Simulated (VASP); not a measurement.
**TaW2: single point with PBE**

TaW2:

```
CELL_PARAMETERS angstrom
4.75401 0.00000 0.00000
-2.37701 4.11709 0.00000
0.00000 0.00000 5.25460
ATOMIC_POSITIONS crystal
Ta 0.33333 0.66667 0.25000
Ta 0.66667 0.33333 0.75000
W 0.00000 0.00000 0.00000
W 0.00000 0.00000 0.50000
W 0.33333 0.66667 0.75000
W 0.66667 0.33333 0.25000
```

The cell was generated, and may not be a known phase.

```
Program                : VASP 6.6.1
Task                   : single point
Functional             : PBE
Potentials or basis    : VASP PAW PBE potentials, release 64 (Ta_pv, W_sv)
Cutoff                 : 520 eV
k mesh                 : 6 × 6 × 4
Occupations            : gaussian, width 0.1 eV
Spin                   : no spin polarisation
Dipole correction      : no
Further INCAR settings : ALGO = Fast; EDIFF = 1e-06; NBANDS = 48
```

- Pressure: 0.6 GPa
- Band gap on the k mesh: zero (bands 39 and 40 overlap by 0.89 eV)

Stress tensor (GPa, compression positive):
```
0.48 0.00 0.00
0.00 0.48 0.00
0.00 0.00 0.90
```

Levels at points of the mesh, in eV from the Fermi level:
| k point | band 36 | band 37 | band 38 | band 39 | band 40 | band 41 | band 42 | band 43 |
| --- | --- | --- | --- | --- | --- | --- | --- | --- |
| (0.00, 0.00, 0.00) | -2.01 | -0.80 | -0.80 | -0.04 | -0.04 | 0.67 | 0.67 | 2.29 |
| (0.50, 0.00, 0.00) | -1.88 | -1.53 | -0.18 | 0.17 | 0.33 | 0.35 | 1.35 | 1.50 |
| (0.00, 0.00, 0.50) | 0.25 | 0.25 | 0.25 | 0.59 | 0.59 | 0.60 | 0.60 | 0.60 |
| (0.50, 0.00, 0.50) | -1.56 | -1.30 | -1.30 | 0.05 | 0.05 | 0.07 | 0.07 | 1.16 |

Run time: 65 s on 1 thread of AMD EPYC 9R45 96-Core Processor (Zen 5), on a shared host, peak memory 0.23 GiB.

Caveat: spin-orbit coupling is left out, which moves the levels of the heavy elements.
